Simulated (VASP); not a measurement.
Write the native input for VASP 6.6.1 that does the following.

* Task: single point
* Functional: PBE
* Potentials or basis: VASP PAW PBE potentials, release 64 (Mg, Ta_pv, Ir)
* Cutoff: 520 eV
* k mesh: 6 × 6 × 6
* Occupations: gaussian, width 0.1 eV
* Spin: no spin polarisation
* Dipole correction: no
* Further INCAR settings: ALGO = Normal; EDIFF = 1e-06; NBANDS = 24

The structure of Mg2TaIr2 lies in POSCAR:

```
Mg2TaIr2
1.0
   -1.7624994760      1.7624994760      6.8357953127
    1.7624994760     -1.7624994760      6.8357953127
    1.7624994760      1.7624994760     -6.8357953127
Mg Ta Ir
2 1 2
Direct
    0.2500000000      0.7500000000      0.5000000000
    0.7500000000      0.2500000000      0.5000000000
    0.0000000000      0.0000000000      0.0000000000
    0.5975935377      0.5975935377      0.0000000000
    0.4024064623      0.4024064623      0.0000000000
```

The input as run:

INCAR

```
SYSTEM = Mg2TaIr2
  PREC = Accurate
  ENCUT = 520
  EDIFF = 1E-6
  ISMEAR = 0
  SIGMA = 0.1
  LREAL = .False.
  LASPH = .True.
  NELM = 100
  ALGO = Normal
  ISIF = 2
  LWAVE = .False.
  LCHARG = .False.
  GGA = PE
  NBANDS = 24
```

KPOINTS

```
regular mesh
0
Gamma
  6 6 6
  0 0 0
```

Potentials or basis: VASP PAW PBE potentials, release 64 (Mg, Ta_pv, Ir).

Command:

```console
$ cat potpaw_PBE.64/Mg/POTCAR potpaw_PBE.64/Ta_pv/POTCAR potpaw_PBE.64/Ir/POTCAR > POTCAR
$ mpirun -np 1 vasp_std > vasp.out
```

Results of the run:

```yaml
Pressure: 0.3 GPa
Largest_force: 0.026 eV/Å
```

Caveat: the k points lie up to 0.42 Å⁻¹ apart.

Wall time 2.9 min on 1 thread of Intel(R) Xeon(R) Platinum 8259CL CPU @ 2.50GHz (Skylake/Cascade Lake) (shared host), peak memory 0.42 GiB.
